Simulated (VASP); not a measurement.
# CuP (F-43m) in VASP: further runs

CuP is run at these levels: PBE; tasks: single point, relaxation of cell and atoms.

Program: VASP 6.6.1. These are calculated values, not measurements. Logs are shortened: lines on timing, memory, paths and dates and some standing lists are left out, and cuts for length are marked.

### Step 1. The cell of the first run

Symmetry: F-43m, No. 216, cubic system. Conventional cell: a = 5.202 Å, b = 5.202 Å, c = 5.202 Å, α = 90.00°, β = 90.00°, γ = 90.00°. Cu (site symmetry -43m) has 4 P at 2.25 Å within 3.0 Å. P (site symmetry -43m) has 4 Cu at 2.25 Å within 3.0 Å.

### Step 2. Single point, PBE

The input, INCAR:

```
  PREC = Accurate
  ENCUT = 520
  EDIFF = 1E-7
  ISMEAR = 0
  SIGMA = 0.1
  LREAL = False
  LASPH = True
  NELM = 60
  ALGO = Normal
  ISIF = 2
  LWAVE = False
  LCHARG = False
  GGA = PE
  NBANDS = 15
```

The input, KPOINTS:

```
Automatic mesh
0
Gamma
  18 18 18
```

The input, POSCAR:

```
CuP
1.0
    0.0000000000      2.6009943249      2.6009943249
    2.6009943249      0.0000000000      2.6009943249
    2.6009943249      2.6009943249      0.0000000000
Cu P
1 1
Direct
    0.0000000000      0.0000000000      0.0000000000
    0.2500000000      0.2500000000      0.2500000000
```

Potentials or basis: VASP PAW PBE potentials, release 64 (Cu, P).

The run is started by

```bash
$ cat potpaw_PBE.64/Cu/POTCAR potpaw_PBE.64/P/POTCAR > POTCAR
$ mpirun -np 1 vasp_std > vasp.out
```

OUTCAR:

```text
PREC = Accurate
   ENCUT = 520
   EDIFF = 1E-7
   ISMEAR = 0
   LREAL = False
   LASPH = True
   NELM = 60
   ISIF = 2
   GGA = PE

 ion  position               nearest neighbor table
   1  0.000  0.000  0.000-   2 2.25   2 2.25   2 2.25   2 2.25
   2  0.250  0.250  0.250-   1 2.25   1 2.25   1 2.25   1 2.25

  LATTYP: Found a face centered cubic cell.
 ALAT       =     5.2019886498

  Lattice vectors:

 A1 = (   0.0000000000,   2.6009943249,   2.6009943249)
 A2 = (   2.6009943249,   0.0000000000,   2.6009943249)
 A3 = (   2.6009943249,   2.6009943249,   0.0000000000)

Analysis of symmetry for initial positions (statically):
=====================================================================
 Subroutine PRICEL returns:
 Original cell was already a primitive cell.

 Routine SETGRP: Setting up the symmetry group for a
 face centered cubic supercell.

 Subroutine GETGRP returns: Found 24 space group operations
 (whereof 24 operations were pure point group operations)
 out of a pool of 48 trial point group operations.

The static configuration has the point symmetry T_d .

Analysis of symmetry for dynamics (positions and initial velocities):
=====================================================================
 Subroutine PRICEL returns:
 Original cell was already a primitive cell.

 Routine SETGRP: Setting up the symmetry group for a
 face centered cubic supercell.

 Subroutine GETGRP returns: Found 24 space group operations
 (whereof 24 operations were pure point group operations)
 out of a pool of 48 trial point group operations.

The dynamic configuration has the point symmetry T_d .

 Subroutine INISYM returns: Found 24 space group operations
 (whereof 24 operations are pure point group operations),
 and found     1 'primitive' translations

----------------------------------------------------------------------------------------

                                     Primitive cell

  volume of cell :      35.1923

  direct lattice vectors                    reciprocal lattice vectors
     0.000000000  2.600994325  2.600994325    -0.192234176  0.192234176  0.192234176
     2.600994325  0.000000000  2.600994325     0.192234176 -0.192234176  0.192234176
     2.600994325  2.600994325  0.000000000     0.192234176  0.192234176 -0.192234176

  length of vectors
     3.678361450  3.678361450  3.678361450     0.332959359  0.332959359  0.332959359

  position of ions in fractional coordinates (direct lattice)
     0.000000000  0.000000000  0.000000000
     0.250000000  0.250000000  0.250000000

  ion indices of the primitive-cell ions
   primitive index   ion index
                 1           1
                 2           2

----------------------------------------------------------------------------------------

 KPOINTS: Automatic mesh

Automatic generation of k-mesh.
 Grid dimensions read from file:
 generate k-points for:   18   18   18

 Generating k-lattice:

  Cartesian coordinates                     Fractional coordinates (reciprocal lattice)
    -0.010679676  0.010679676  0.010679676     0.055555556  0.000000000  0.000000000
     0.010679676 -0.010679676  0.010679676     0.000000000  0.055555556  0.000000000
     0.010679676  0.010679676 -0.010679676     0.000000000  0.000000000  0.055555556

  Length of vectors
     0.018497742  0.018497742  0.018497742

  Shift w.r.t. Gamma in fractional coordinates (k-lattice)
     0.000000000  0.000000000  0.000000000

 Subroutine IBZKPT returns following result:
 ===========================================

 Found    195 irreducible k-points:

 Following reciprocal coordinates:
            Coordinates               Weight
  0.000000  0.000000  0.000000      1.000000
  0.055556  0.000000  0.000000      8.000000
  0.111111  0.000000  0.000000      8.000000
  0.166667  0.000000  0.000000      8.000000
  0.222222  0.000000  0.000000      8.000000
  0.277778  0.000000  0.000000      8.000000
[... 16 lines left out ...]
 -0.277778  0.055556  0.000000     24.000000
 -0.222222  0.055556  0.000000     24.000000
 [... further k-points ...]
   k-points           NKPTS =    195   k-points in BZ     NKDIM =    195   number of bands    NBANDS=     15
   number of dos      NEDOS =    301   number of ions     NIONS =      2
   total plane-waves  NPLWV =  21952
   dimension x,y,z NGX =    28 NGY =   28 NGZ =   28
   dimension x,y,z NGXF=    56 NGYF=   56 NGZF=   56
   ions per type =               1   1
   NGX,Y,Z   is equivalent  to a cutoff of  12.65, 12.65, 12.65 a.u.
   NGXF,Y,Z  is equivalent  to a cutoff of  25.31, 25.31, 25.31 a.u.
 SYSTEM =  unknown system
   PREC   = accura    normal or accurate (medium, high low for compatibility)
   ISTART =      0    job   : 0-new  1-cont  2-samecut
   ICHARG =      2    charge: 1-file 2-atom 10-const
   ISPIN  =      1    spin polarized calculation?
   LNONCOLLINEAR =      F non collinear calculations
   LSORBIT =      F    spin-orbit coupling
   LASPH  =      T    aspherical Exc in radial PAW
   ENCUT  =  520.0 eV  38.22 Ry    6.18 a.u.   6.84  6.84  6.84*2*pi/ulx,y,z
   NELM   =     60;   NELMIN=  2; NELMDL= -5     # of ELM steps
   EDIFF  = 0.1E-06   stopping-criterion for ELM
   LREAL  =      F    real-space projection
   EDIFFG = 0.1E-05   stopping-criterion for IOM
   NSW    =      0    number of steps for IOM
   IBRION =     -1    ionic relax: 0-MD 1-quasi-New 2-CG
   NFREE  =      0    steps in history (QN), initial steepest desc. (CG)
   ISIF   =      2    stress and relaxation
   ISYM   =      2    0-nonsym 1-usesym 2-fastsym
   POTIM  = 0.5000    time-step for ionic-motion
   TEBEG  =    0.0;   TEEND  =   0.0 temperature during run
   PSTRESS=    0.0 pullay stress
   NELECT =      16.0000    total number of electrons
   NUPDOWN=      -1.0000    fix difference up-down
   EMIN   =  10.00;   EMAX   =-10.00  energy-range for DOS
   EFERMI =   0.00;   METHOD = LEGACY
   ISMEAR =     0;   SIGMA  =   0.10  broadening in eV -4-tet -1-fermi 0-gaus
   EFERMI_NEDOS =   21; number of points for ismear=-14 and -15
   IALGO  =     38    algorithm
   IMIX   =      4    mixing-type and parameters
     AMIX     =   0.40;   BMIX     =  1.00
     AMIX_MAG =   1.60;   BMIX_MAG =  1.00
  volume/ion in A,a.u.               =      17.60       118.74
  Fermi-wavevector in a.u.,A,eV,Ry     =   1.258825  2.378835 21.560348  1.584641
  Thomas-Fermi vector in A             =   2.392415
   LORBIT       =      0    0 simple, 1 ext, 2 COOP (PROOUT), +10 PAW based schemes
   GGA     = PE    functional components
   LHFCALC =     F    Hartree Fock is set to
   AEXX    =    0.0000 exact exchange contribution
   IVDW    =     0    specifies the selected vdW correction
   LEPSILON=     F    determine dielectric tensor
   LRPA    =     F    only Hartree local field effects (RPA)
 non-spin polarized calculation
 Gauss-broadening in eV      SIGMA  =   0.10
  energy-cutoff  :      520.00
  volume of cell :       35.19
 maximum number of plane-waves:       962
   NGX = 13   NGY = 13   NGZ = 13

 number of electron      15.9999997 magnetization

 Free energy of the ion-electron system (eV)
  ---------------------------------------------------
  ext. energy  EPLUGINS =         0.00000000
  ---------------------------------------------------
  free energy    TOTEN  =        -8.56082471 eV

  energy without entropy =       -8.55381097  energy(sigma->0) =       -8.55731784

 E-fermi :   4.8093     XC(G=0): -10.2611

 val. band max:        4.8011586406   @ k =  -0.1111   0.1667   0.0556
 cond. band min:       4.8296502233   @ k =   0.3333   0.2778   0.0556
 fundamental gap:      0.0284915827
 Fermi energy:         4.8093005196

 k-point     1 :       0.0000    0.0000    0.0000
  band No.  band energies     occupation
      1      -7.0550      2.00000
      2       0.5236      2.00000
      3       0.5236      2.00000
      4       0.5236      2.00000
      5       1.5361      2.00000
      6       1.5361      2.00000
      7       7.3275      0.00000
      8       7.3275      0.00000
      9       7.3275      0.00000
     10      10.2008      0.00000
     11      11.5462      0.00000
     12      11.5462      0.00000
     13      11.5462      0.00000
     14      16.9985      0.00000
     15      16.9985      0.00000

 k-point     2 :       0.0556    0.0000    0.0000
  band No.  band energies     occupation
      1      -7.0184      2.00000
      2       0.5076      2.00000
      3       0.5312      2.00000
      4       0.5312      2.00000
      5       1.5343      2.00000
      6       1.5343      2.00000
      7       6.9889      0.00000
      8       7.2676      0.00000
      9       7.2676      0.00000
     10      10.3922      0.00000
     11      11.6051      0.00000
     12      11.6320      0.00000
     13      11.6320      0.00000
     14      16.7968      0.00000
     15      16.7968      0.00000

 k-point     3 :       0.1111    0.0000    0.0000
  band No.  band energies     occupation
      1      -6.9101      2.00000
      2       0.4606      2.00000
      3       0.5525      2.00000
      4       0.5525      2.00000
      5       1.5303      2.00000
      6       1.5303      2.00000
      7       6.2193      0.00000
      8       7.1063      0.00000
      9       7.1063      0.00000
     10      10.6043      0.00000
     11      11.8562      0.00000
     12      11.8562      0.00000
     13      11.9349      0.00000
     14      16.4029      0.00000
     15      16.4029      0.00000

 k-point     4 :       0.1667    0.0000    0.0000
  band No.  band energies     occupation
      1      -6.7352      2.00000
      2       0.3857      2.00000
      3       0.5838      2.00000
      4       0.5838      2.00000
      5       1.5269      2.00000
      6       1.5269      2.00000
      7       5.3054      0.00000
      8       6.8835      0.00000
      9       6.8835      0.00000
     10      10.5714      0.00000
     11      12.1306      0.00000
     12      12.1306      0.00000
     13      12.5939      0.00000
     14      16.0937      0.00000
     15      16.0937      0.00000
[... 307 lines left out ...]
 k-point    22 :      -0.3333    0.0556    0.0000
  band No.  band energies     occupation
      1      -5.8221      2.00000
      2      -0.0150      2.00000
      3       0.6805      2.00000
      4       0.6958      2.00000
      5       1.5377      2.00000
      6       1.5882      2.00000
      7       2.6118      2.00000
      8       5.7647      0.00000
      9       6.2217      0.00000
     10      10.3218      0.00000
     11      12.3155      0.00000
     12      12.3187      0.00000
     13      14.8282      0.00000
     14      16.6208      0.00000
     15      17.5332      0.00000

 k-point    23 :      -0.2778    0.0556    0.0000
  band No.  band energies     occupation
      1      -6.1066      2.00000
      2       0.1217      2.00000
      3       0.6609      2.00000
      4       0.6707      2.00000
      5       1.5154      2.00000
      6       1.5703      2.00000
      7       3.2829      2.00000
      8       5.9217      0.00000
      9       6.4567      0.00000
     10      10.4481      0.00000
     11      12.3474      0.00000
     12      12.4474      0.00000
     13      14.1984      0.00000
     14      15.9705      0.00000
     15      17.1748      0.00000

 k-point    24 :      -0.2222    0.0556    0.0000
  band No.  band energies     occupation
      1      -6.3866      2.00000
      2       0.2430      2.00000
      3       0.6334      2.00000
      4       0.6376      2.00000
      5       1.5043      2.00000
      6       1.5557      2.00000
      7       4.0964      2.00000
      8       6.1311      0.00000
      9       6.7090      0.00000
     10      10.5973      0.00000
     11      12.2854      0.00000
     12      12.4548      0.00000
     13      13.5183      0.00000
     14      15.6048      0.00000
     15      16.6979      0.00000

 [... further k-points ...]
[... 5 lines left out ...]
  --------------------------------------------------------------------------------------
  -------------------------------------------------------------------------------------
  Total        0.0728725      0.0728725      0.0728725      0.0000000      0.0000000      0.0000000
  in kB        3.3176177      3.3176177      3.3176177      0.0000000      0.0000000      0.0000000
  external PRESSURE =       3.3176177 kB  Pullay stress =       0.0000000 kB

 VOLUME and BASIS-vectors are now :
 -----------------------------------------------------------------------------
  energy-cutoff  :      520.00
  volume of cell :       35.19
      direct lattice vectors                 reciprocal lattice vectors
     0.000000000  2.600994325  2.600994325    -0.192234176  0.192234176  0.192234176
     2.600994325  0.000000000  2.600994325     0.192234176 -0.192234176  0.192234176
     2.600994325  2.600994325  0.000000000     0.192234176  0.192234176 -0.192234176

 POSITION                                       TOTAL-FORCE (eV/Angst)
 -----------------------------------------------------------------------------------
      0.00000      0.00000      0.00000        -0.000000      0.000000     -0.000000
      1.30050      1.30050      1.30050         0.000000      0.000000      0.000000
 -----------------------------------------------------------------------------------
    total drift:                                0.000001      0.000001      0.000001

  FREE ENERGIE OF THE ION-ELECTRON SYSTEM (eV)
  ---------------------------------------------------
  free  energy   TOTEN  =        -8.5608247067 eV

  energy  without entropy=       -8.5538109730  energy(sigma->0) =       -8.55731784
```

It took 56 s on 1 thread of AMD EPYC 9R45 (Zen 5), shared host; peak memory 0.2 GiB.

Results:

* Free energy: -8.5608 eV
* Pressure: 0.3 GPa
* Band gap on the k mesh: zero (bands 8 and 9 overlap by 3.74 eV)

### Step 3. Relaxation of cell and atoms, PBE

The input, INCAR:

```
SYSTEM = CuP
PREC = Accurate
ENCUT = 600
EDIFF = 1E-7
ISMEAR = 0
SIGMA = 0.1
LREAL = .False.
LASPH = .True.
NELM = 80
ALGO = Normal
ISIF = 3
LWAVE = .False.
LCHARG = .False.
GGA = PE
IBRION = 2
NSW = 100
EDIFFG = -0.01
```

The input, KPOINTS:

```
Automatic mesh
0
Gamma
  18 18 18
  0 0 0
```

POSCAR is that of step 2.

Potentials or basis: VASP PAW PBE potentials, release 64 (Cu, P).

The run is started by

```bash
$ cat potpaw_PBE.64/Cu/POTCAR potpaw_PBE.64/P/POTCAR > POTCAR
$ mpirun -np 1 vasp_std > vasp.out
```

OUTCAR:

```text
SYSTEM = CuP
   PREC = Accurate
   ENCUT = 600
   EDIFF = 1E-7
   ISMEAR = 0
   LREAL = .False.
   LASPH = .True.
   NELM = 80
   ISIF = 3
   GGA = PE
   IBRION = 2
   NSW = 100
   EDIFFG = -0.01

 ion  position               nearest neighbor table
   1  0.000  0.000  0.000-   2 2.25   2 2.25   2 2.25   2 2.25
   2  0.250  0.250  0.250-   1 2.25   1 2.25   1 2.25   1 2.25

  LATTYP: Found a face centered cubic cell.
 ALAT       =     5.2019886498

  Lattice vectors:

 A1 = (   0.0000000000,   2.6009943249,   2.6009943249)
 A2 = (   2.6009943249,   0.0000000000,   2.6009943249)
 A3 = (   2.6009943249,   2.6009943249,   0.0000000000)

Analysis of symmetry for initial positions (statically):
=====================================================================
 Subroutine PRICEL returns:
 Original cell was already a primitive cell.

 Routine SETGRP: Setting up the symmetry group for a
 face centered cubic supercell.

 Subroutine GETGRP returns: Found 24 space group operations
 (whereof 24 operations were pure point group operations)
 out of a pool of 48 trial point group operations.

The static configuration has the point symmetry T_d .

Analysis of symmetry for dynamics (positions and initial velocities):
[... 170 lines left out ...]
  in kB        3.4131266      3.4131266      3.4131266     -0.0000000      0.0000000      0.0000000
  external PRESSURE =       3.4131266 kB  Pullay stress =       0.0000000 kB
[... 59 lines left out ...]
--------------------------------------- Ionic step        3  -------------------------------------------

 number of electron      15.9999987 magnetization

 Free energy of the ion-electron system (eV)
  ---------------------------------------------------
  ext. energy  EPLUGINS =         0.00000000
  ---------------------------------------------------
  free energy    TOTEN  =        -8.56123871 eV

  energy without entropy =       -8.55421385  energy(sigma->0) =       -8.55772628

 E-fermi :   4.7714     XC(G=0): -10.2438

 val. band max:        4.7588818861   @ k =  -0.1111   0.1667   0.0556
 cond. band min:       4.7927246362   @ k =   0.3333   0.2778   0.0556
 fundamental gap:      0.0338427501
 Fermi energy:         4.7714035480

 k-point     1 :       0.0000    0.0000    0.0000
  band No.  band energies     occupation
      1      -7.0701      2.00000
      2       0.5028      2.00000
      3       0.5028      2.00000
      4       0.5028      2.00000
      5       1.5116      2.00000
      6       1.5116      2.00000
      7       7.2767      0.00000
      8       7.2767      0.00000
      9       7.2767      0.00000
     10      10.1347      0.00000
     11      11.5048      0.00000
     12      11.5048      0.00000
[... 331 lines left out ...]
 k-point    24 :      -0.2222    0.0556    0.0000
  band No.  band energies     occupation
      1      -6.4050      2.00000
      2       0.2228      2.00000
      3       0.6121      2.00000
      4       0.6162      2.00000
      5       1.4800      2.00000
      6       1.5311      2.00000
      7       4.0587      2.00000
      8       6.0874      0.00000
      9       6.6618      0.00000
     10      10.5432      0.00000
     11      12.2414      0.00000
     12      12.4083      0.00000

 [... further k-points ...]
[... 5 lines left out ...]
  --------------------------------------------------------------------------------------
  -------------------------------------------------------------------------------------
  Total       -0.0008423     -0.0008423     -0.0008423     -0.0000000      0.0000000      0.0000000
  in kB       -0.0382086     -0.0382086     -0.0382086     -0.0000000      0.0000000      0.0000000
  external PRESSURE =      -0.0382086 kB  Pullay stress =       0.0000000 kB
[... 17 lines left out ...]
  FREE ENERGIE OF THE ION-ELECTRON SYSTEM (eV)
  ---------------------------------------------------
  free  energy   TOTEN  =        -8.5612387060 eV

  energy  without entropy=       -8.5542138455  energy(sigma->0) =       -8.55772628

 reached required accuracy - stopping structural energy minimisation
```

OSZICAR:

```text
N       E                     dE             d eps       ncg     rms          rms(c)
DAV:   1     0.863356549510E+02    0.86336E+02   -0.82548E+03  4696   0.185E+03
DAV:   2    -0.510770886563E+01   -0.91443E+02   -0.85521E+02  4776   0.281E+02
DAV:   3    -0.108959475894E+02   -0.57882E+01   -0.54650E+01  6004   0.816E+01
[... 29 lines left out ...]
DAV:   3    -0.856126905954E+01    0.10273E-02   -0.46972E-03  5532   0.249E+00    0.451E-02
DAV:   4    -0.856124032211E+01    0.28737E-04   -0.12040E-04  5544   0.152E-01    0.121E-02
DAV:   5    -0.856123894547E+01    0.13766E-05   -0.61146E-06  7408   0.486E-02    0.701E-03
DAV:   6    -0.856123877871E+01    0.16676E-06   -0.20036E-06  7400   0.277E-02    0.149E-03
DAV:   7    -0.856123870603E+01    0.72681E-07   -0.11804E-07  3020   0.474E-03
   3 F= -.85612387E+01 E0= -.85577263E+01  d E =-.133357E-03
```

It took 1.7 min on 1 thread of AMD EPYC 9R45 (Zen 5), shared host; peak memory 0.23 GiB.

What came out:

| Item | Value |
| --- | --- |
| Free energy | -8.5612 eV |
| Relaxed volume | 17.66 Å³/atom |
| Relaxed cell | a = 3.683 Å, b = 3.683 Å, c = 3.683 Å, α = 60.00°, β = 60.00°, γ = 60.00° |
| Space group after relaxing (to 0.1 Å) | F-43m (No. 216) |
| Energy gained by relaxing | 0.1 meV/atom |
| Ionic steps | 3 |
| Pressure after relaxing | 0.0 GPa |
| Band gap on the k mesh | zero (bands 8 and 9 overlap by 3.72 eV) |

Step by step:
```
step  energy change (eV)  largest force (eV/Å)  pressure (GPa)  volume (Å³)
   1              0.0000                0.0000            0.34        35.19
   2             -0.0001                0.0000           -0.15        35.38
   3             -0.0001                0.0000            0.00        35.32
```

Final structure:
```
CELL_PARAMETERS angstrom
0.00000 2.60416 2.60416
2.60416 0.00000 2.60416
2.60416 2.60416 0.00000
ATOMIC_POSITIONS crystal
Cu 0.00000 0.00000 0.00000
P 0.25000 0.25000 0.25000
```
